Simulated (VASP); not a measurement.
# O (P6/mmm) in VASP: single point with PBE

Aim: the single point of O with PBE.

Program: VASP 6.6.1. These are calculated values, not measurements. Logs are shortened: lines on timing, memory, paths and dates and some standing lists are left out, and cuts for length are marked.

## 1. The cell of the first run

It takes space group P6/mmm (No. 191, hexagonal). The conventional cell has a = 3.812 Å, b = 3.812 Å, c = 4.781 Å, α = 90.00°, β = 90.00°, γ = 120.00°. O (site symmetry 6/mmm) has 8 O at 3.81 to 4.78 Å within 5.0 Å.

## 2. Single point, PBE

INCAR

```
SYSTEM = O
PREC     = Accurate       ! precision mode
ENCUT    = 600            ! plane-wave cutoff, eV
EDIFF    = 1E-6           ! SCF threshold, eV
ISMEAR   = 0              ! smearing method
SIGMA    = 0.1            ! smearing width, eV
LREAL    = .False.        ! projectors in reciprocal space
LASPH    = .True.         ! aspherical terms in the spheres
NELM     = 120            ! most SCF steps
ALGO     = Normal         ! electronic algorithm
ISIF     = 2              ! what is computed and relaxed
LWAVE    = .False.        ! write WAVECAR
LCHARG   = .False.        ! write CHGCAR
GGA      = PE             ! functional
NBANDS   = 13             ! bands
GGA_COMPAT= .False.
```

KPOINTS

```
regular mesh
0
Gamma
  7 7 3
  0 0 0
```

POSCAR

```
O
1.0
    3.8117740000      0.0000000000      0.0000000000
   -1.9058870000      3.3010930000      0.0000000000
    0.0000000000      0.0000000000      9.5625610000
O
2
Direct
    0.0000000000      0.0000000000      0.5792210000
    0.0000000000      0.0000000000      0.0792210000
```

Potentials or basis: VASP PAW PBE potentials, release 64 (O).

Command:

```sh
> cat potpaw_PBE.64/O/POTCAR > POTCAR
> mpirun -np 1 vasp_std > vasp.out
```

OUTCAR:

```text
SYSTEM = O
   PREC = Accurate
   ENCUT = 600
   EDIFF = 1E-6
   ISMEAR = 0
   LREAL = .False.
   LASPH = .True.
   NELM = 120
   ISIF = 2
   GGA = PE

 ion  position               nearest neighbor table
   1  0.000  0.000  0.579-
   2  0.000  0.000  0.079-

  LATTYP: Found a hexagonal cell.
 ALAT       =     3.8117740000
 C/A-ratio  =     2.5086904418

  Lattice vectors:

 A1 = (   3.8117740000,   0.0000000000,   0.0000000000)
 A2 = (  -1.9058870000,   3.3010930000,   0.0000000000)
 A3 = (   0.0000000000,   0.0000000000,   9.5625610000)

Analysis of symmetry for initial positions (statically):
=====================================================================
 Subroutine PRICEL returns following result:

  LATTYP: Found a hexagonal cell.
 ALAT       =     3.8117740000
 C/A-ratio  =     1.2543452209

  Lattice vectors:

 A1 = (   3.8117740000,   0.0000000000,   0.0000000000)
 A2 = (  -1.9058870000,   3.3010930000,   0.0000000000)
 A3 = (   0.0000000000,   0.0000000000,   4.7812805000)

   2 primitive cells build up your supercell.

 Routine SETGRP: Setting up the symmetry group for a
 hexagonal supercell.

 Subroutine GETGRP returns: Found 24 space group operations
 (whereof 12 operations were pure point group operations)
 out of a pool of 24 trial point group operations.

The static configuration has the point symmetry C_6v.
 The point group associated with its full space group is D_6h.

Analysis of symmetry for dynamics (positions and initial velocities):
=====================================================================
 Subroutine PRICEL returns following result:

  LATTYP: Found a hexagonal cell.
 ALAT       =     3.8117740000
 C/A-ratio  =     1.2543452209

  Lattice vectors:

 A1 = (   3.8117740000,   0.0000000000,   0.0000000000)
 A2 = (  -1.9058870000,   3.3010930000,   0.0000000000)
 A3 = (   0.0000000000,   0.0000000000,   4.7812805000)

   2 primitive cells build up your supercell.

 Routine SETGRP: Setting up the symmetry group for a
 hexagonal supercell.

 Subroutine GETGRP returns: Found 24 space group operations
 (whereof 12 operations were pure point group operations)
 out of a pool of 24 trial point group operations.

The dynamic configuration has the point symmetry C_6v.
 The point group associated with its full space group is D_6h.

 Subroutine INISYM returns: Found 24 space group operations
 (whereof 12 operations are pure point group operations),
 and found     2 'primitive' translations

----------------------------------------------------------------------------------------

                                     Primitive cell

  volume of cell :      60.1630

  direct lattice vectors                    reciprocal lattice vectors
     3.811774000  0.000000000  0.000000000     0.262345039  0.151464984  0.000000000
    -1.905887000  3.301093000  0.000000000     0.000000000  0.302929969  0.000000000
     0.000000000  0.000000000  4.781280500     0.000000000  0.000000000  0.209148993

  length of vectors
     3.811774000  3.811773898  4.781280500     0.302929961  0.302929969  0.209148993

  position of ions in fractional coordinates (direct lattice)
     0.000000000  0.000000000  0.158442000

  ion indices of the primitive-cell ions
   primitive index   ion index
                 1           1

----------------------------------------------------------------------------------------

 KPOINTS: regular mesh

Automatic generation of k-mesh.
 Grid dimensions read from file:
 generate k-points for:    7    7    3

 Generating k-lattice:

  Cartesian coordinates                     Fractional coordinates (reciprocal lattice)
     0.037477863  0.021637855  0.000000000     0.142857143  0.000000000  0.000000000
     0.000000000  0.043275710  0.000000000     0.000000000  0.142857143  0.000000000
     0.000000000  0.000000000  0.034858165     0.000000000  0.000000000  0.333333333

  Length of vectors
     0.043275709  0.043275710  0.034858165

  Shift w.r.t. Gamma in fractional coordinates (k-lattice)
     0.000000000  0.000000000  0.000000000

 Subroutine IBZKPT returns following result:
 ===========================================

 Found     16 irreducible k-points:

 Following reciprocal coordinates:
            Coordinates               Weight
  0.000000  0.000000  0.000000      1.000000
  0.142857  0.000000  0.000000      6.000000
  0.285714  0.000000  0.000000      6.000000
  0.428571  0.000000  0.000000      6.000000
  0.142857  0.142857  0.000000      6.000000
  0.285714  0.142857  0.000000     12.000000
[... 8 lines left out ...]
  0.428571  0.142857  0.333333     12.000000
  0.285714  0.285714  0.333333     12.000000
   k-points           NKPTS =     16   k-points in BZ     NKDIM =     16   number of bands    NBANDS=     13
   number of dos      NEDOS =    301   number of ions     NIONS =      2
   total plane-waves  NPLWV =  72000
   dimension x,y,z NGX =    30 NGY =   30 NGZ =   80
   dimension x,y,z NGXF=    60 NGYF=   60 NGZF=  160
   ions per type =               2
   NGX,Y,Z   is equivalent  to a cutoff of  13.08, 13.08, 13.91 a.u.
   NGXF,Y,Z  is equivalent  to a cutoff of  26.17, 26.17, 27.82 a.u.
 SYSTEM =  O
   PREC   = accura    normal or accurate (medium, high low for compatibility)
   ISTART =      0    job   : 0-new  1-cont  2-samecut
   ICHARG =      2    charge: 1-file 2-atom 10-const
   ISPIN  =      1    spin polarized calculation?
   LNONCOLLINEAR =      F non collinear calculations
   LSORBIT =      F    spin-orbit coupling
   LASPH  =      T    aspherical Exc in radial PAW
   ENCUT  =  600.0 eV  44.10 Ry    6.64 a.u.   7.61  7.61 19.10*2*pi/ulx,y,z
   NELM   =    120;   NELMIN=  2; NELMDL= -5     # of ELM steps
   EDIFF  = 0.1E-05   stopping-criterion for ELM
   LREAL  =      F    real-space projection
   EDIFFG = 0.1E-04   stopping-criterion for IOM
   NSW    =      0    number of steps for IOM
   IBRION =     -1    ionic relax: 0-MD 1-quasi-New 2-CG
   NFREE  =      0    steps in history (QN), initial steepest desc. (CG)
   ISIF   =      2    stress and relaxation
   ISYM   =      2    0-nonsym 1-usesym 2-fastsym
   POTIM  = 0.5000    time-step for ionic-motion
   TEBEG  =    0.0;   TEEND  =   0.0 temperature during run
   PSTRESS=    0.0 pullay stress
   NELECT =      12.0000    total number of electrons
   NUPDOWN=      -1.0000    fix difference up-down
   EMIN   =  10.00;   EMAX   =-10.00  energy-range for DOS
   EFERMI =   0.00;   METHOD = LEGACY
   ISMEAR =     0;   SIGMA  =   0.10  broadening in eV -4-tet -1-fermi 0-gaus
   EFERMI_NEDOS =   21; number of points for ismear=-14 and -15
   IALGO  =     38    algorithm
   IMIX   =      4    mixing-type and parameters
     AMIX     =   0.40;   BMIX     =  1.00
     AMIX_MAG =   1.60;   BMIX_MAG =  1.00
  volume/ion in A,a.u.               =      60.16       406.00
  Fermi-wavevector in a.u.,A,eV,Ry     =   0.759187  1.434656  7.841925  0.576365
  Thomas-Fermi vector in A             =   1.857926
   LORBIT       =      0    0 simple, 1 ext, 2 COOP (PROOUT), +10 PAW based schemes
   GGA     = PE    functional components
   LHFCALC =     F    Hartree Fock is set to
   AEXX    =    0.0000 exact exchange contribution
   IVDW    =     0    specifies the selected vdW correction
   LEPSILON=     F    determine dielectric tensor
   LRPA    =     F    only Hartree local field effects (RPA)
 non-spin polarized calculation
 Gauss-broadening in eV      SIGMA  =   0.10
  energy-cutoff  :      600.00
  volume of cell :      120.33
 maximum number of plane-waves:      4041
   NGX = 15   NGY = 15   NGZ = 39

 number of electron      12.0000004 magnetization

 Free energy of the ion-electron system (eV)
  ---------------------------------------------------
  ext. energy  EPLUGINS =         0.00000000
  ---------------------------------------------------
  free energy    TOTEN  =        -0.61225093 eV

  energy without entropy =       -0.41981380  energy(sigma->0) =       -0.51603236

 E-fermi :  -7.8777     XC(G=0):  -4.0202

 val. band max:       -7.8779846534   @ k =   0.2857   0.1429   0.0000
 cond. band min:      -7.8756248797   @ k =   0.2857   0.1429   0.0000
 fundamental gap:      0.0023597738
 Fermi energy:        -7.8777495807

 k-point     1 :       0.0000    0.0000    0.0000
  band No.  band energies     occupation
      1     -22.9305      2.00000
      2     -22.9283      2.00000
      3      -8.0307      1.96950
      4      -7.9476      1.67689
      5      -7.7645      0.10922
      6      -7.7645      0.10922
      7      -7.7619      0.10139
      8      -7.7619      0.10139
      9      -0.2934      0.00000
     10       1.3697      0.00000
     11       1.6814      0.00000
     12       5.8738      0.00000
     13       6.2205      0.00000

 k-point     2 :       0.1429    0.0000    0.0000
  band No.  band energies     occupation
      1     -22.9212      2.00000
      2     -22.9190      2.00000
      3      -8.0096      1.93781
      4      -7.9322      1.55913
      5      -7.8546      0.74345
      6      -7.8490      0.68431
      7      -7.7817      0.17419
      8      -7.7788      0.16184
      9       0.0336      0.00000
     10       1.5973      0.00000
     11       2.0320      0.00000
     12       6.1467      0.00000
     13       6.3873      0.00000

 k-point     3 :       0.2857    0.0000    0.0000
  band No.  band energies     occupation
      1     -22.9001      2.00000
      2     -22.8981      2.00000
      3      -8.0459      1.98259
      4      -8.0354      1.97426
      5      -7.9622      1.76760
      6      -7.8974      1.21890
      7      -7.8199      0.41341
      8      -7.8166      0.38683
      9       0.9560      0.00000
     10       2.2913      0.00000
     11       2.9910      0.00000
     12       6.2493      0.00000
     13       6.8928      0.00000
[... 177 lines left out ...]
 k-point    15 :       0.4286    0.1429    0.3333
  band No.  band energies     occupation
      1     -22.8780      2.00000
      2     -22.8771      2.00000
      3      -8.1775      1.99998
      4      -8.1712      1.99997
      5      -7.9091      1.34229
      6      -7.9066      1.31643
      7      -7.9007      1.25412
      8      -7.8747      0.96574
      9       3.5031      0.00000
     10       3.6661      0.00000
     11       3.8444      0.00000
     12       4.2295      0.00000
     13       5.7405      0.00000

 k-point    16 :       0.2857    0.2857    0.3333
  band No.  band energies     occupation
      1     -22.8759      2.00000
      2     -22.8750      2.00000
      3      -8.1155      1.99923
      4      -8.1101      1.99898
      5      -7.9957      1.90469
      6      -7.9919      1.89363
      7      -7.8966      1.21024
      8      -7.8711      0.92492
      9       3.3170      0.00000
     10       3.7516      0.00000
     11       4.8061      0.00000
     12       5.2378      0.00000
     13       5.4703      0.00000

------------------------ aborting loop because EDIFF is reached ----------------------------------------

  FORCE on cell =-STRESS in cart. coord.  units (eV):
  Direction    XX          YY          ZZ          XY          YZ          ZX
  --------------------------------------------------------------------------------------
  -------------------------------------------------------------------------------------
  Total       -1.2258145     -1.2258144     -0.1304843      0.0000000     -0.0000000      0.0000000
  in kB      -16.3221062    -16.3221050     -1.7374403      0.0000000     -0.0000000      0.0000000
  external PRESSURE =     -11.4605505 kB  Pullay stress =       0.0000000 kB

 VOLUME and BASIS-vectors are now :
 -----------------------------------------------------------------------------
  energy-cutoff  :      600.00
  volume of cell :      120.33
      direct lattice vectors                 reciprocal lattice vectors
     3.811774000  0.000000000  0.000000000     0.262345039  0.151464984  0.000000000
    -1.905887000  3.301093000  0.000000000     0.000000000  0.302929969  0.000000000
     0.000000000  0.000000000  9.562561000     0.000000000  0.000000000  0.104574496

 POSITION                                       TOTAL-FORCE (eV/Angst)
 -----------------------------------------------------------------------------------
      0.00000      0.00000      5.53884         0.000000     -0.000000     -0.000000
      0.00000      0.00000      0.75756        -0.000000      0.000000      0.000000
 -----------------------------------------------------------------------------------
    total drift:                               -0.000000     -0.000000     -0.000072

  FREE ENERGIE OF THE ION-ELECTRON SYSTEM (eV)
  ---------------------------------------------------
  free  energy   TOTEN  =        -0.6122509281 eV

  energy  without entropy=       -0.4198138010  energy(sigma->0) =       -0.51603236
```

Run time: 54 s. Hardware: 1 thread of Intel Xeon 8259CL, shared host; peak memory 0.2 GiB.

What came out:

- Free energy: -0.6123 eV
- Pressure: -1.1 GPa
- Band gap on the k mesh: zero (bands 6 and 7 overlap by 0.15 eV)

Stress tensor (GPa, compression positive):
```
-1.63  0.00  0.00
 0.00 -1.63  0.00
 0.00  0.00 -0.17
```

Levels at points of the mesh, in eV from the Fermi level:
| k point | band 3 | band 4 | band 5 | band 6 | band 7 | band 8 | band 9 | band 10 |
| --- | --- | --- | --- | --- | --- | --- | --- | --- |
| (0.00, 0.00, 0.00) | -0.15 | -0.07 | 0.11 | 0.11 | 0.12 | 0.12 | 7.58 | 9.25 |

Caveat: the nearest neighbours stand farther apart than a usual bond.
